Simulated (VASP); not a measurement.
A run of VASP 6.6.1 is set up as follows.

The input INCAR:

```
PREC = Accurate
ENCUT = 520
EDIFF = 1E-7
ISMEAR = -1
SIGMA = 0.05
LREAL = False
LASPH = True
NELM = 60
ALGO = Normal
ISIF = 2
LWAVE = False
LCHARG = False
GGA = PE
NBANDS = 22
```

Contents of KPOINTS:

```
regular mesh
0
Gamma
  7 7 3
```

The input POSCAR:

```
Br
1.0
    2.7967404730     -1.8254853585      0.0000000000
    2.7967404730      1.8254853585      0.0000000000
    0.0000000000      0.0000000000      8.0695033452
Br
4
Direct
    0.3159490804      0.6840509196      0.3775763868
    0.1840509196      0.8159490804      0.8775763868
    0.6840509196      0.3159490804      0.6224236132
    0.8159490804      0.1840509196      0.1224236132
```

Potentials or basis: VASP PAW PBE potentials, release 64 (Br).

Launch:

```console
$ cat potpaw_PBE.64/Br/POTCAR > POTCAR
$ mpirun -np 1 vasp_std > vasp.out
```

Q: Estimate the pressure.

A: 20.0 GPa.

Q: Estimate the band gap on the k mesh.

A: 0.77 eV, indirect (least direct gap 1.41 eV).

Forces in eV/Å, atoms in the order of the input:
```
Br   0.000  0.010 -0.003
Br   0.000 -0.010 -0.003
Br   0.000 -0.010  0.003
Br   0.000  0.010  0.003
```

A k mesh can miss the band edges. Expect the measured gap to be larger: semilocal functionals such as PBE lack the derivative discontinuity.
